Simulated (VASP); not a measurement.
# Mo (Immm) in VASP: further runs

Mo is run at these levels: PBE; tasks: single point.

Program: VASP 6.6.1. These are calculated values, not measurements. Logs are shortened: lines on timing, memory, paths and dates and some standing lists are left out, and cuts for length are marked.

## (1) The cell of the first run

It takes space group Immm (No. 71, orthorhombic). The conventional cell has a = 2.513 Å, b = 3.461 Å, c = 3.508 Å, α = 90.00°, β = 90.00°, γ = 90.00°. Mo (site symmetry mmm) has 10 Mo at 2.51 to 2.77 Å within 3.3 Å.

## (2) Single point, PBE

File INCAR:

```
PREC     = Accurate       # precision mode
ENCUT    = 520            # plane-wave cutoff, eV
EDIFF    = 1E-6           # SCF threshold, eV
ISMEAR   = 0              # smearing method
SIGMA    = 0.15           # smearing width, eV
LREAL    = F              # projectors in reciprocal space
LASPH    = T              # aspherical terms in the spheres
NELM     = 60             # most SCF steps
ALGO     = Fast           # electronic algorithm
ISIF     = 2              # what is computed and relaxed
LWAVE    = F              # write WAVECAR
LCHARG   = T              # write CHGCAR
GGA      = PE             # functional
LELF     = T              # ELF
LVHAR    = T            
NBANDS   = 13             # bands
```

File KPOINTS:

```
regular mesh
0
Gamma
  20 20 20
```

File POSCAR:

```
Mo
1.0
   -1.2562744507      1.7303402812      1.7540435727
    1.2562744507     -1.7303402812      1.7540435727
    1.2562744507      1.7303402812     -1.7540435727
Mo
1
Direct
    0.0000000000      0.0000000000      0.0000000000
```

Potentials or basis: VASP PAW PBE potentials, release 64 (Mo_sv).

Launch:

```
> cat potpaw_PBE.64/Mo_sv/POTCAR > POTCAR
> mpirun -np 1 vasp_std > vasp.out
```

OUTCAR:

```text
PREC = Accurate
   ENCUT = 520
   EDIFF = 1E-6
   ISMEAR = 0
   LREAL = F
   LASPH = T
   NELM = 60
   ISIF = 2
   GGA = PE

 ion  position               nearest neighbor table
   1  0.000  0.000  0.000-

  LATTYP: Found a body centered orthorhombic cell.
 ALAT       =     2.5125489014
 B/A-ratio  =     1.3773584906
 C/A-ratio  =     1.3962264151

  Lattice vectors:

 A1 = (  -1.2562744507,   1.7303402812,   1.7540435727)
 A2 = (   1.2562744507,  -1.7303402812,   1.7540435727)
 A3 = (   1.2562744507,   1.7303402812,  -1.7540435727)

Analysis of symmetry for initial positions (statically):
=====================================================================
 Subroutine PRICEL returns:
 Original cell was already a primitive cell.

 Routine SETGRP: Setting up the symmetry group for a
 body centered orthorhombic supercell.

 Subroutine GETGRP returns: Found  8 space group operations
 (whereof  8 operations were pure point group operations)
 out of a pool of  8 trial point group operations.

The static configuration has the point symmetry D_2h.

Analysis of symmetry for dynamics (positions and initial velocities):
=====================================================================
 Subroutine PRICEL returns:
 Original cell was already a primitive cell.

 Routine SETGRP: Setting up the symmetry group for a
 body centered orthorhombic supercell.

 Subroutine GETGRP returns: Found  8 space group operations
 (whereof  8 operations were pure point group operations)
 out of a pool of  8 trial point group operations.

The dynamic configuration has the point symmetry D_2h.

 Subroutine INISYM returns: Found  8 space group operations
 (whereof  8 operations are pure point group operations),
 and found     1 'primitive' translations

----------------------------------------------------------------------------------------

                                     Primitive cell

  volume of cell :      15.2516

  direct lattice vectors                    reciprocal lattice vectors
    -1.256274451  1.730340281  1.754043573     0.000000000  0.288960504  0.285055632
     1.256274451 -1.730340281  1.754043573     0.398002204  0.000000000  0.285055632
     1.256274451  1.730340281 -1.754043573     0.398002204  0.288960504  0.000000000

  length of vectors
     2.765677465  2.765677465  2.765677465     0.405900094  0.489553335  0.491837298

  position of ions in fractional coordinates (direct lattice)
     0.000000000  0.000000000  0.000000000

  ion indices of the primitive-cell ions
   primitive index   ion index
                 1           1

----------------------------------------------------------------------------------------

 KPOINTS: regular mesh

Automatic generation of k-mesh.
 Grid dimensions read from file:
 generate k-points for:   20   20   20

 Generating k-lattice:

  Cartesian coordinates                     Fractional coordinates (reciprocal lattice)
     0.000000000  0.014448025  0.014252782     0.050000000  0.000000000 -0.000000000
     0.019900110  0.000000000  0.014252782     0.000000000  0.050000000 -0.000000000
     0.019900110  0.014448025  0.000000000     0.000000000  0.000000000  0.050000000

  Length of vectors
     0.020295005  0.024477667  0.024591865

  Shift w.r.t. Gamma in fractional coordinates (k-lattice)
     0.000000000  0.000000000  0.000000000

 Subroutine IBZKPT returns following result:
 ===========================================

 Found   1166 irreducible k-points:

 Following reciprocal coordinates:
            Coordinates               Weight
  0.000000  0.000000  0.000000      1.000000
  0.050000  0.000000  0.000000      4.000000
  0.100000  0.000000  0.000000      4.000000
  0.150000  0.000000  0.000000      4.000000
  0.200000  0.000000  0.000000      4.000000
  0.250000  0.000000  0.000000      4.000000
[... 16 lines left out ...]
 -0.450000  0.050000  0.000000      8.000000
 -0.400000  0.050000 -0.000000      8.000000
 [... further k-points ...]
   k-points           NKPTS =   1166   k-points in BZ     NKDIM =   1166   number of bands    NBANDS=     13
   number of dos      NEDOS =    301   number of ions     NIONS =      1
   total plane-waves  NPLWV =  13824
   dimension x,y,z NGX =    24 NGY =   24 NGZ =   24
   dimension x,y,z NGXF=    48 NGYF=   48 NGZF=   48
   ions per type =               1
   NGX,Y,Z   is equivalent  to a cutoff of  14.43, 14.43, 14.43 a.u.
   NGXF,Y,Z  is equivalent  to a cutoff of  28.85, 28.85, 28.85 a.u.
 SYSTEM =  unknown system
   PREC   = accura    normal or accurate (medium, high low for compatibility)
   ISTART =      0    job   : 0-new  1-cont  2-samecut
   ICHARG =      2    charge: 1-file 2-atom 10-const
   ISPIN  =      1    spin polarized calculation?
   LNONCOLLINEAR =      F non collinear calculations
   LSORBIT =      F    spin-orbit coupling
   LASPH  =      T    aspherical Exc in radial PAW
   ENCUT  =  520.0 eV  38.22 Ry    6.18 a.u.   5.14  5.14  5.14*2*pi/ulx,y,z
   NELM   =     60;   NELMIN=  2; NELMDL= -5     # of ELM steps
   EDIFF  = 0.1E-05   stopping-criterion for ELM
   LREAL  =      F    real-space projection
   EDIFFG = 0.1E-04   stopping-criterion for IOM
   NSW    =      0    number of steps for IOM
   IBRION =     -1    ionic relax: 0-MD 1-quasi-New 2-CG
   NFREE  =      0    steps in history (QN), initial steepest desc. (CG)
   ISIF   =      2    stress and relaxation
   ISYM   =      2    0-nonsym 1-usesym 2-fastsym
   POTIM  = 0.5000    time-step for ionic-motion
   TEBEG  =    0.0;   TEEND  =   0.0 temperature during run
   PSTRESS=    0.0 pullay stress
   NELECT =      14.0000    total number of electrons
   NUPDOWN=      -1.0000    fix difference up-down
   EMIN   =  10.00;   EMAX   =-10.00  energy-range for DOS
   EFERMI =   0.00;   METHOD = LEGACY
   ISMEAR =     0;   SIGMA  =   0.15  broadening in eV -4-tet -1-fermi 0-gaus
   EFERMI_NEDOS =   21; number of points for ismear=-14 and -15
   IALGO  =     68    algorithm
   IMIX   =      4    mixing-type and parameters
     AMIX     =   0.40;   BMIX     =  1.00
     AMIX_MAG =   1.60;   BMIX_MAG =  1.00
  volume/ion in A,a.u.               =      15.25       102.92
  Fermi-wavevector in a.u.,A,eV,Ry     =   1.591031  3.006613 34.441521  2.531380
  Thomas-Fermi vector in A             =   2.689634
   LORBIT       =      0    0 simple, 1 ext, 2 COOP (PROOUT), +10 PAW based schemes
   GGA     = PE    functional components
   LHFCALC =     F    Hartree Fock is set to
   AEXX    =    0.0000 exact exchange contribution
   IVDW    =     0    specifies the selected vdW correction
   LEPSILON=     F    determine dielectric tensor
   LRPA    =     F    only Hartree local field effects (RPA)
 non-spin polarized calculation
 RMM-DIIS sequential band-by-band and
 Gauss-broadening in eV      SIGMA  =   0.15
  energy-cutoff  :      520.00
  volume of cell :       15.25
 maximum number of plane-waves:       426
 NGX is ok and might be reduce to    24
   NGX = 11   NGY = 11   NGZ = 11

 number of electron      14.0000001 magnetization

 Free energy of the ion-electron system (eV)
  ---------------------------------------------------
  ext. energy  EPLUGINS =         0.00000000
  ---------------------------------------------------
  free energy    TOTEN  =       -10.32586333 eV

  energy without entropy =      -10.31814059  energy(sigma->0) =      -10.32200196

 E-fermi :  13.0249     XC(G=0): -13.4734

 val. band max:       13.0239144821   @ k =  -0.1000  -0.4000   0.1000
 cond. band min:      13.0253941716   @ k =  -0.0500   0.1500  -0.0000
 fundamental gap:      0.0014796895
 Fermi energy:        13.0249072198

 k-point     1 :       0.0000    0.0000    0.0000
  band No.  band energies     occupation
      1     -48.2507      2.00000
      2     -21.5922      2.00000
      3     -21.5793      2.00000
      4     -20.9027      2.00000
      5       5.7699      2.00000
      6       9.4831      2.00000
      7      11.1330      2.00000
      8      14.1368      0.00000
      9      14.2186      0.00000
     10      16.1759      0.00000
     11      26.6123      0.00000
     12      26.8074      0.00000
     13      34.3447      0.00000

 k-point     2 :       0.0500    0.0000    0.0000
  band No.  band energies     occupation
      1     -48.2457      2.00000
      2     -21.6230      2.00000
      3     -21.5821      2.00000
      4     -20.9078      2.00000
      5       5.8621      2.00000
      6       9.5257      2.00000
      7      11.0929      2.00000
      8      14.1392      0.00000
      9      14.2624      0.00000
     10      16.0997      0.00000
     11      26.6998      0.00000
     12      26.8880      0.00000
     13      34.4668      0.00000

 k-point     3 :       0.1000    0.0000    0.0000
  band No.  band energies     occupation
      1     -48.2314      2.00000
      2     -21.7268      2.00000
      3     -21.5751      2.00000
      4     -20.9226      2.00000
      5       6.1262      2.00000
      6       9.6528      2.00000
      7      10.9874      2.00000
      8      14.0815      0.00000
      9      14.4587      0.00000
     10      15.8876      0.00000
     11      26.8665      0.00000
     12      27.1187      0.00000
     13      34.7670      0.00000
[... 305 lines left out ...]
 k-point    23 :      -0.4500    0.0500    0.0000
  band No.  band energies     occupation
      1     -48.0482      2.00000
      2     -22.8839      2.00000
      3     -21.4938      2.00000
      4     -21.1474      2.00000
      5       8.0205      2.00000
      6      11.0910      2.00000
      7      12.5621      1.99999
      8      13.2049      0.08971
      9      14.1122      0.00000
     10      17.7052      0.00000
     11      23.3430      0.00000
     12      27.3757      0.00000
     13      31.1393      0.00000

 k-point    24 :      -0.4000    0.0500   -0.0000
  band No.  band energies     occupation
      1     -48.0672      2.00000
      2     -22.7655      2.00000
      3     -21.5039      2.00000
      4     -21.1284      2.00000
      5       8.0058      2.00000
      6      10.8892      2.00000
      7      12.1429      2.00000
      8      13.2645      0.02390
      9      14.2310      0.00000
     10      17.2560      0.00000
     11      23.8912      0.00000
     12      27.5610      0.00000
     13      32.1003      0.00000

 [... further k-points ...]

------------------------ aborting loop because EDIFF is reached ----------------------------------------

  FORCE on cell =-STRESS in cart. coord.  units (eV):
  Direction    XX          YY          ZZ          XY          YZ          ZX
  --------------------------------------------------------------------------------------
  -------------------------------------------------------------------------------------
  Total        4.4749218      0.9076309      1.0192977     -0.0000000      0.0000000      0.0000000
  in kB      470.0884911     95.3462121    107.0767599     -0.0000000      0.0000000      0.0000000
  external PRESSURE =     224.1704877 kB  Pullay stress =       0.0000000 kB

 VOLUME and BASIS-vectors are now :
 -----------------------------------------------------------------------------
  energy-cutoff  :      520.00
  volume of cell :       15.25
      direct lattice vectors                 reciprocal lattice vectors
    -1.256274451  1.730340281  1.754043573     0.000000000  0.288960504  0.285055632
     1.256274451 -1.730340281  1.754043573     0.398002204  0.000000000  0.285055632
     1.256274451  1.730340281 -1.754043573     0.398002204  0.288960504  0.000000000

 POSITION                                       TOTAL-FORCE (eV/Angst)
 -----------------------------------------------------------------------------------
      0.00000      0.00000      0.00000         0.000000      0.000000      0.000000
 -----------------------------------------------------------------------------------
    total drift:                                0.000000      0.000000     -0.000000

  FREE ENERGIE OF THE ION-ELECTRON SYSTEM (eV)
  ---------------------------------------------------
  free  energy   TOTEN  =       -10.3258633261 eV

  energy  without entropy=      -10.3181405888  energy(sigma->0) =      -10.32200196
```

It took 2.6 min on 1 thread of Intel Xeon 8259CL, shared host; peak memory 0.32 GiB.

Results:

| Quantity | Value |
| --- | --- |
| Free energy | -10.3259 eV |
| Pressure | 22.4 GPa |
| Band gap on the k mesh | zero (bands 7 and 8 overlap by 6.05 eV) |

Levels at points of the mesh, in eV from the Fermi level:
```csv
k point,band 3,band 4,band 5,band 6,band 7,band 8,band 9,band 10,band 11,band 12
"(0.00, 0.00, 0.00)",-34.60,-33.93,-7.26,-3.54,-1.89,1.11,1.19,3.15,13.59,13.78
"(0.50, 0.00, 0.00)",-34.50,-34.13,-5.15,-1.86,0.11,0.27,0.85,4.81,10.04,13.94
"(0.00, 0.50, 0.00)",-34.93,-34.78,-5.56,-4.42,1.08,3.17,3.90,5.05,12.38,13.80
"(0.50, 0.50, 0.00)",-34.94,-34.79,-5.59,-4.54,1.28,3.26,3.97,5.09,12.44,13.90
"(0.50, 0.50, 0.50)",-35.71,-34.35,-5.94,-5.30,4.36,4.40,4.78,6.40,6.72,16.04
```

Caveat: the cell differs from its parent crystal (strain +e along x and -e along y -0.1500, strain +e along z and -e/2 along x and y +0.1100); the stress differs along the axes, from 10 to 47 GPa.

## (3) Single point, PBE

File INCAR:

```
SYSTEM = Mo
  PREC = Accurate
  ENCUT = 520
  EDIFF = 1E-7
  ISMEAR = 0
  SIGMA = 0.15
  LREAL = .False.
  LASPH = .True.
  NELM = 80
  ALGO = Fast
  ISIF = 2
  LWAVE = .False.
  LCHARG = .False.
  GGA = PE
  NBANDS = 13
```

File KPOINTS:

```
Automatic mesh
0
Gamma
  20 20 20
  0 0 0
```

File POSCAR:

```
Mo
1.0
   -1.4300985886      1.9041644191      1.4063952971
    1.4300985886     -1.9041644191      1.4063952971
    1.4300985886      1.9041644191     -1.4063952971
Mo
1
Direct
    0.0000000000      0.0000000000      0.0000000000
```

Potentials or basis: VASP PAW PBE potentials, release 64 (Mo_sv).

Launch:

```
> cat potpaw_PBE.64/Mo_sv/POTCAR > POTCAR
> mpirun -np 1 vasp_std > vasp.out
```

Run time: 2.8 min. Hardware: 1 thread of Intel Xeon 8259CL, shared host; peak memory 0.33 GiB.

It converged, with:

```yaml
Free_energy: -10.5104 eV
Pressure: 12.6 GPa
Band_gap_on_the_k_mesh: zero (bands 7 and 8 overlap by 4.79 eV)
```

Stress tensor (GPa, compression positive):
```
16.56  0.00  0.00
 0.00  4.93  0.00
 0.00  0.00 16.34
```

Levels at points of the mesh, in eV from the Fermi level:
```
           k point  band 5  band 6  band 7  band 8  band 9  band 10
(0.00, 0.00, 0.00)   -6.92   -1.17   -0.90   -0.41    1.55     2.42
(0.50, 0.00, 0.00)   -4.90   -1.54   -0.58    1.76    4.12     4.38
(0.00, 0.50, 0.00)   -5.30   -4.55    3.90    4.12    4.53     5.13
(0.50, 0.50, 0.00)   -4.88   -1.27   -0.72    1.58    3.87     4.46
(0.50, 0.50, 0.50)   -5.35   -4.70    4.15    4.86    4.87     4.98
```

Caveat: the cell differs from its parent crystal (strain +e along x and -e along y -0.1500, strain +e along z and -e/2 along x and y -0.1100); the stress differs along the axes, from 5 to 17 GPa.

## (4) Single point, PBE

File INCAR:

```
  PREC = Accurate
  ENCUT = 520
  EDIFF = 1E-6
  ISMEAR = 0
  SIGMA = 0.15
  LREAL = False
  LASPH = True
  NELM = 60
  ALGO = Fast
  ISIF = 2
  LWAVE = False
  LCHARG = False
  GGA = PE
  NBANDS = 13
```

File KPOINTS:

```
Automatic mesh
0
Gamma
  20 20 20
```

File POSCAR:

```
Mo
1.0
   -1.2852714774      1.7593373078      1.6960495195
    1.2852714774     -1.7593373078      1.6960495195
    1.2852714774      1.7593373078     -1.6960495195
Mo
1
Direct
    0.0000000000      0.0000000000      0.0000000000
```

Launch:

```
> cat potpaw_PBE.64/Mo_sv/POTCAR > POTCAR
> mpirun -np 1 vasp_std > vasp.out
```

It took 2.6 min on 1 thread of Intel Xeon 8259CL, shared host; peak memory 0.33 GiB.

It converged, with:

- Free energy: -10.4048 eV
- Pressure: 18.4 GPa
- Band gap on the k mesh: zero (bands 7 and 8 overlap by 5.94 eV)

Stress tensor (GPa, compression positive):
```
38.70  0.00  0.00
 0.00  9.06  0.00
 0.00  0.00  7.32
```

Levels at points of the mesh, in eV from the Fermi level:
```csv
k point,band 3,band 4,band 5,band 6,band 7,band 8,band 9,band 10,band 11,band 12
"(0.00, 0.00, 0.00)",-34.50,-33.97,-7.18,-3.26,-1.41,0.76,1.00,3.16,13.54,14.08
"(0.50, 0.00, 0.00)",-34.42,-34.20,-5.07,-1.44,-0.09,0.30,1.11,4.77,10.23,13.72
"(0.00, 0.50, 0.00)",-34.89,-34.71,-5.48,-4.45,1.55,3.19,4.24,5.00,12.39,13.70
"(0.50, 0.50, 0.00)",-34.88,-34.68,-5.42,-4.12,1.00,2.95,4.06,4.93,12.28,13.40
"(0.50, 0.50, 0.50)",-35.59,-34.44,-5.80,-5.18,4.26,4.37,4.79,6.40,7.26,15.28
```

Caveat: the cell differs from its parent crystal (strain +e along x and -e along y -0.1500, strain +e along z and -e/2 along x and y +0.0733); the stress differs along the axes, from 7 to 39 GPa.

## (5) Summary

| cell | further INCAR settings | gap on the mesh (eV) | pressure (GPa) |
| --- | --- | --- | --- |
| a = 2.766 Å, angles 126.0, 102.5, 101.3°, 1 atom | ALGO = Fast; EDIFF = 1e-06; NBANDS = 13 | none | 22.4 |
| a = 2.766 Å, angles 117.7, 93.0, 118.9°, 1 atom | ALGO = Fast; EDIFF = 1e-07; NBANDS = 13 | none | 12.6 |
| a = 2.761 Å, angles 124.5, 100.8, 104.2°, 1 atom | ALGO = Fast; EDIFF = 1e-06; NBANDS = 13 | none | 18.4 |

Alike in all rows: task single point; level PBE; potentials or basis VASP PAW PBE potentials, release 64 (Mo_sv); no spin polarisation; k mesh 20 × 20 × 20; cutoff (eV) 520; smearing gaussian 0.15 eV.

Caveats: the stress differs along the axes, from 10 to 47 GPa (at least some runs); the stress differs along the axes, from 5 to 17 GPa (at least some runs); the stress differs along the axes, from 7 to 39 GPa (at least some runs).

Absolute energies hang on the potentials; compare differences alone.
